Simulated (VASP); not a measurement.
Set up this calculation in VASP 6.6.1, as the native input.

| Item | Value |
| --- | --- |
| Task | single point |
| Functional | PBE |
| Potentials or basis | VASP PAW PBE potentials, release 64 (K_sv, F) |
| Cutoff | 520 eV |
| k mesh | 8 × 8 × 8 |
| Occupations | gaussian, width 0.05 eV |
| Spin | no spin polarisation |
| Dipole correction | no |
| Further INCAR settings | ALGO = Normal; EDIFF = 1e-06; NBANDS = 15 |

The structure of KF lies in POSCAR:

```
KF
1.0
    0.0000000000      2.7002350000      2.6735000000
    2.6467650000      0.0000000000      2.6735000000
    2.6467650000      2.7002350000      0.0000000000
K F
1 1
Direct
    0.0000000000      0.0000000000      0.0000000000
    0.5000000000      0.5000000000      0.5000000000
```

This cell differs from its parent crystal: strain -0.0100 x Voigt [1, -1, 0, 0, 0, 0].

The input as run:

INCAR

```
  PREC = Accurate
  ENCUT = 520
  EDIFF = 1E-6
  ISMEAR = 0
  SIGMA = 0.05
  LREAL = F
  LASPH = T
  NELM = 80
  ALGO = Normal
  ISIF = 2
  LWAVE = F
  LCHARG = F
  GGA = PE
  NBANDS = 15
```

KPOINTS

```
regular mesh
0
Gamma
  8 8 8
```

Potentials or basis: VASP PAW PBE potentials, release 64 (K_sv, F).

Launch:

```console
$ cat potpaw_PBE.64/K_sv/POTCAR potpaw_PBE.64/F/POTCAR > POTCAR
$ mpirun -np 1 vasp_std > vasp.out
```

It gave:

- Pressure: 1.4 GPa
- Band gap on the k mesh: 6.14 eV

Caveat: the cell differs from its parent crystal (strain -0.0100 x Voigt [1, -1, 0, 0, 0, 0]).

It took 76 s on 1 thread of Intel Xeon 8259CL (shared host), peak memory 0.19 GiB.
